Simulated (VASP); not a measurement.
The system is Ir.

```
CELL_PARAMETERS angstrom
0.00000 1.90274 1.90274
1.90274 0.00000 1.90274
1.90274 1.90274 0.00000
ATOMIC_POSITIONS crystal
Ir 0.00000 0.00000 0.00000
```

Base run:

- Program: VASP 6.6.1
- Functional: r2SCAN
- Potentials or basis: VASP PAW PBE potentials, release 64 (Ir)
- Cutoff: 550 eV
- k mesh: 12 × 12 × 12
- Occupations: fermi-dirac, width 0.05 eV
- Spin: no spin polarisation

Its results: band gap on the k mesh zero (an odd number of electrons rules out a gap without spin polarisation); pressure 14.9 GPa.

Task: The run is repeated on the same cell with these changes: functional from r2SCAN to PBE exchange alone; cutoff from 550 eV to 520 eV; occupations from fermi-dirac, width 0.05 eV to tetrahedron. What comes out?

Result: Band gap on the k mesh zero (an odd number of electrons rules out a gap without spin polarisation); pressure 59.6 GPa.

Caveats: the cell stands under pressure; spin-orbit coupling is left out, which moves the levels of the heavy elements; the PAW data sets were made with another functional, which shifts forces and pressure a little (at least some runs); tetrahedron occupations give inexact forces and stress in metals (at least some runs).
